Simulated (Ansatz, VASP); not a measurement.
**Hg: VASP beside Ansatz**

```
Hg
1.0
     0.00000    2.31687    2.31687
     2.31687    0.00000    2.31687
     2.31687    2.31687    0.00000
Hg
1
Direct
  0.00000 0.00000 0.00000
```

Alike in both runs: task relaxation of cell and atoms; functional PBE; dispersion D3(BJ); k mesh 16 × 16 × 16; occupations gaussian, width 0.1 eV; no spin polarisation.

```csv
,VASP,Ansatz
version,VASP 6.6.1,Ansatz 0.2.0
potentials or method,"VASP PAW PBE potentials, release 64 (Hg), cutoff 600 eV","scalar-relativistic, plane waves, PAW"
valence electrons in the cell,12,20
```

|  | VASP | Ansatz | Ansatz less VASP |
| --- | --- | --- | --- |
| gap on the k mesh at the Fermi level, each at its own relaxed structure (eV) | none | none | - |
| relaxed volume (Å³/atom) | 25.30 | 24.87 | -0.422 |
| relaxed cell length with the largest relative difference (Å) | 3.295 | 3.277 | -0.0184 |

A gap of «none» marks a metal or a gap that the smearing closes. VASP's potentials hold 12 valence electrons a cell and Ansatz's 20, so a difference there can come from the potentials and not from the codes.

Spin-orbit coupling is off throughout.
